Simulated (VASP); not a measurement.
# Li (I4_1/amd) in VASP: relaxation of cell and atoms with PBEsol

Aim: the relaxation of cell and atoms of Li with PBEsol.

Program: VASP 6.6.1. These are calculated values, not measurements. Logs are shortened: lines on timing, memory, paths and dates and some standing lists are left out, and cuts for length are marked.

**1. The cell of the first run**

The structure is tetragonal, space group I4_1/amd (No. 141). Conventional cell: a = 5.498 Å, b = 5.498 Å, c = 3.002 Å, α = 90.00°, β = 90.00°, γ = 90.00°. Within 3.8 Å of Li (site symmetry -4m2) lie 10 Li at 2.85 to 3.55 Å.

**2. Relaxation of cell and atoms, PBEsol**

The input, INCAR:

```
SYSTEM = Li
PREC = Accurate
ENCUT = 600
EDIFF = 1E-7
ISMEAR = -1
SIGMA = 0.1
LREAL = .FALSE.
LASPH = .TRUE.
NELM = 60
ALGO = Normal
ISIF = 3
LWAVE = .FALSE.
LCHARG = .FALSE.
GGA = PS
IBRION = 2
NSW = 80
EDIFFG = -0.01
ISYM = 0
```

The input, KPOINTS:

```
Automatic mesh
0
G
  12 12 8
  0 0 0
```

The input, POSCAR:

```
Li
1.0
   -2.7491560018      2.7491560018      1.5010391770
    2.7491560018     -2.7491560018      1.5010391770
    2.7491560018      2.7491560018     -1.5010391770
Li
2
Direct
    0.0000000000      0.0000000000      0.0000000000
    0.7500000000      0.2500000000      0.5000000000
```

Potentials or basis: VASP PAW PBE potentials, release 64 (Li_sv).

Run with:

```console
cat potpaw_PBE.64/Li_sv/POTCAR > POTCAR
mpirun -np 1 vasp_std > vasp.out
```

OUTCAR:

```text
SYSTEM = Li
   PREC = Accurate
   ENCUT = 600
   EDIFF = 1E-7
   ISMEAR = -1
   LREAL = .FALSE.
   LASPH = .TRUE.
   NELM = 60
   ISIF = 3
   GGA = PS
   IBRION = 2
   NSW = 80
   EDIFFG = -0.01
   ISYM = 0

 ion  position               nearest neighbor table
   1  0.000  0.000  0.000-
   2  0.750  0.250  0.500-

IMPORTANT INFORMATION: All symmetrisations will be switched off!
NOSYMM: (Re-)initialisation of all symmetry stuff for point group C_1.

----------------------------------------------------------------------------------------

                                     Primitive cell

  volume of cell :      45.3786

  direct lattice vectors                    reciprocal lattice vectors
    -2.749156002  2.749156002  1.501039177     0.000000000  0.181874000  0.333102565
     2.749156002 -2.749156002  1.501039177     0.181874000  0.000000000  0.333102565
     2.749156002  2.749156002 -1.501039177     0.181874000  0.181874000  0.000000000

  length of vectors
     4.167593557  4.167593557  4.167593557     0.379520053  0.379520053  0.257208678

  position of ions in fractional coordinates (direct lattice)
     0.000000000  0.000000000  0.000000000
     0.750000000  0.250000000  0.500000000

  ion indices of the primitive-cell ions
   primitive index   ion index
                 1           1
                 2           2

----------------------------------------------------------------------------------------

 KPOINTS: Automatic mesh

Automatic generation of k-mesh.
 Grid dimensions read from file:
 generate k-points for:   12   12    8

 Generating k-lattice:

  Cartesian coordinates                     Fractional coordinates (reciprocal lattice)
     0.000000000  0.015156167  0.027758547     0.083333333  0.000000000  0.000000000
     0.015156167  0.000000000  0.027758547     0.000000000  0.083333333  0.000000000
     0.022734250  0.022734250  0.000000000     0.000000000  0.000000000  0.125000000

  Length of vectors
     0.031626671  0.031626671  0.032151085

  Shift w.r.t. Gamma in fractional coordinates (k-lattice)
     0.000000000  0.000000000  0.000000000

 -----------------------------------------------------------------------------
|                                                                             |
|           W    W    AA    RRRRR   N    N  II  N    N   GGGG   !!!           |
|           W    W   A  A   R    R  NN   N  II  NN   N  G    G  !!!           |
|           W    W  A    A  R    R  N N  N  II  N N  N  G       !!!           |
|           W WW W  AAAAAA  RRRRR   N  N N  II  N  N N  G  GGG   !            |
[... 84 lines left out ...]
   IMIX   =      4    mixing-type and parameters
     AMIX     =   0.40;   BMIX     =  1.00
     AMIX_MAG =   1.60;   BMIX_MAG =  1.00
  volume/ion in A,a.u.               =      22.69       153.11
  Fermi-wavevector in a.u.,A,eV,Ry     =   0.834017  1.576064  9.464003  0.695585
  Thomas-Fermi vector in A             =   1.947338
   LORBIT       =      0    0 simple, 1 ext, 2 COOP (PROOUT), +10 PAW based schemes
   GGA     = PS    functional components
   LHFCALC =     F    Hartree Fock is set to
   AEXX    =    0.0000 exact exchange contribution
   IVDW    =     0    specifies the selected vdW correction
   LEPSILON=     F    determine dielectric tensor
   LRPA    =     F    only Hartree local field effects (RPA)
 conjugate gradient relaxation of ions
 non-spin polarized calculation
  energy-cutoff  :      600.00
  volume of cell :       45.38
 maximum number of plane-waves:      1533
 NGX is ok and might be reduce to    36
   NGX = 17   NGY = 17   NGZ = 17

--------------------------------------- Ionic step        1  -------------------------------------------

 number of electron       6.0000006 magnetization

 Free energy of the ion-electron system (eV)
  ---------------------------------------------------
  ext. energy  EPLUGINS =         0.00000000
  ---------------------------------------------------
  free energy    TOTEN  =        -3.78679679 eV

  energy without entropy =       -3.75413260  energy(sigma->0) =       -3.77046469

------------------------ aborting loop because EDIFF is reached ----------------------------------------

  FORCE on cell =-STRESS in cart. coord.  units (eV):
  Direction    XX          YY          ZZ          XY          YZ          ZX
  --------------------------------------------------------------------------------------
  -------------------------------------------------------------------------------------
  Total       -0.3440332     -0.3440335     -0.4057783      0.0046083     -0.0018772     -0.0018768
  in kB      -12.1467530    -12.1467607    -14.3267821      0.1627049     -0.0662773     -0.0662649
  external PRESSURE =     -12.8734320 kB  Pullay stress =       0.0000000 kB
[... 95 lines left out ...]
--------------------------------------- Ionic step        4  -------------------------------------------

 number of electron       5.9999998 magnetization

 Free energy of the ion-electron system (eV)
  ---------------------------------------------------
  ext. energy  EPLUGINS =         0.00000000
  ---------------------------------------------------
  free energy    TOTEN  =        -3.81050574 eV

  energy without entropy =       -3.77928228  energy(sigma->0) =       -3.79489401

 E-fermi :   0.6073     XC(G=0):  -7.0533

 val. band max:        0.6006696731   @ k =  -0.4167  -0.0833   0.1250
 cond. band min:       0.6166332699   @ k =   0.0833   0.5000   0.5000
 fundamental gap:      0.0159635969
 Fermi energy:         0.6073194747

 k-point     1 :       0.0000    0.0000    0.0000
  band No.  band energies     occupation
      1     -45.3902      2.00000
      2     -45.3452      2.00000
      3      -2.8904      2.00000
      4       4.3392      0.00000
      5       4.3595      0.00000
      6       6.8212      0.00000
      7       9.4849      0.00000
[... 221 lines left out ...]
 k-point    24 :       0.3333    0.1667    0.0000
  band No.  band energies     occupation
      1     -45.3637      2.00000
      2     -45.3449      2.00000
      3       0.7513      0.38330
      4       2.9732      0.00000
      5       4.4110      0.00000
      6       5.2527      0.00000
      7       7.9993      0.00000

 [... further k-points ...]

------------------------ aborting loop because EDIFF is reached ----------------------------------------

  FORCE on cell =-STRESS in cart. coord.  units (eV):
  Direction    XX          YY          ZZ          XY          YZ          ZX
  --------------------------------------------------------------------------------------
  -------------------------------------------------------------------------------------
  Total        0.0043671      0.0043681      0.0143761      0.0100601     -0.0012455     -0.0012465
  in kB        0.1751558      0.1751964      0.5766034      0.4034949     -0.0499565     -0.0499944
  external PRESSURE =       0.3089852 kB  Pullay stress =       0.0000000 kB
[... 17 lines left out ...]
  FREE ENERGIE OF THE ION-ELECTRON SYSTEM (eV)
  ---------------------------------------------------
  free  energy   TOTEN  =        -3.8105057419 eV

  energy  without entropy=       -3.7792822847  energy(sigma->0) =       -3.79489401

 reached required accuracy - stopping structural energy minimisation
```

CONTCAR:

```text
Li
   1.00000000000000
    -2.6401068939030936    2.6394638294779713    1.4315361771065942
     2.6394639570585743   -2.6401068858026329    1.4315363943028241
     2.6429981875664166    2.6429981788274319   -1.4327139336463661
  Li
     2
Direct
     0.9999936008871831    0.0000066830416519    0.0000001182197799
     0.7500063991128169    0.2499933169583481    0.4999998817802201

  0.00000000E+00  0.00000000E+00  0.00000000E+00
  0.00000000E+00  0.00000000E+00  0.00000000E+00
```

It took 19 min on 1 thread of Intel Xeon 8259CL, shared host; peak memory 0.34 GiB.

What came out:

| Item | Value |
| --- | --- |
| Free energy | -3.8105 eV |
| Relaxed volume | 19.97 Å³/atom |
| Relaxed cell | a = 3.998 Å, b = 3.998 Å, c = 4.003 Å, α = 97.37°, β = 97.37°, γ = 138.04° |
| Space group after relaxing (to 0.1 Å) | I4_1/amd (No. 141) |
| Energy gained by relaxing | 11.9 meV/atom |
| Ionic steps | 4 |
| Pressure after relaxing | 0.0 GPa |
| Band gap on the k mesh | zero (bands 3 and 4 overlap by 2.80 eV) |

The path:
```
step  energy change (eV)  largest force (eV/Å)  pressure (GPa)  volume (Å³)
   1              0.0000                0.0002           -1.29        45.38
   2             -0.0088                0.0003           -1.07        44.19
   3             -0.0229                0.0006           -0.28        40.96
   4             -0.0237                0.0007            0.03        39.95
```

Final structure:
```
Li
1.0
    -2.64011    2.63946    1.43154
     2.63946   -2.64011    1.43154
     2.64300    2.64300   -1.43271
Li
2
Direct
  0.99999 0.00001 0.00000
  0.75001 0.24999 0.50000
```

Caveat: the cutoff is under 1.25 times the usual one of these potentials, so pressure, stress and relaxed cells hold a basis-set (Pulay) error; the PAW data sets were made with another functional, which shifts forces and pressure a little.
